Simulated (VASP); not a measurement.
Al2Cu, 12 atoms in the cell. The structure is tetragonal, space group P4mm (No. 99). The conventional cell has a = 5.727 Å, b = 5.727 Å, c = 5.726 Å, α = 90.00°, β = 90.00°, γ = 90.00°. Within 3.1 Å of Al (site symmetry m) lie 4 Cu at 2.32 to 2.48 Å and 6 Al at 2.86 Å. Within 3.3 Å of Al (site symmetry m) lie 4 Cu at 2.48 to 2.66 Å and 6 Al at 2.86 Å. Within 3.1 Å of Cu (site symmetry 4mm) lie 8 Al at 2.32 to 2.66 Å. Within 3.3 Å of Cu (site symmetry 2mm) lie 8 Al at 2.48 Å. Cu (site symmetry 4mm) has 8 Al at 2.48 Å within 3.3 Å.  This cell differs from its parent crystal: atom 9 (Cu) moved +0.300 Å along Cartesian [0 0 1].

| Quantity | Value |
| --- | --- |
| Program | VASP 6.6.1 |
| Task | single point |
| Functional | PBEsol |
| Potentials or basis | VASP PAW PBE potentials, release 64 (Al, Cu) |
| Cutoff | 520 eV |
| k mesh | 8 × 8 × 8 |
| Occupations | gaussian, width 0.15 eV |
| Spin | no spin polarisation |
| Dipole correction | no |
| Further INCAR settings | ALGO = Fast; EDIFF = 1e-06; NBANDS = 46 |

Potentials or basis: VASP PAW PBE potentials, release 64 (Al, Cu).

Run with:

```sh
$ cat potpaw_PBE.64/Al/POTCAR potpaw_PBE.64/Cu/POTCAR > POTCAR
$ mpirun -np 1 vasp_std > vasp.out
```

Hardware: 1 thread of Oxide Virtual Turin-like Processor, on a shared host.

Task: How long does it take, and how much memory?

Result: Wall time 29 min on 1 thread of Oxide Virtual Turin-like Processor, with other jobs on the host, peak memory 0.61 GiB. Counts: scf iterations 20, k points 75.
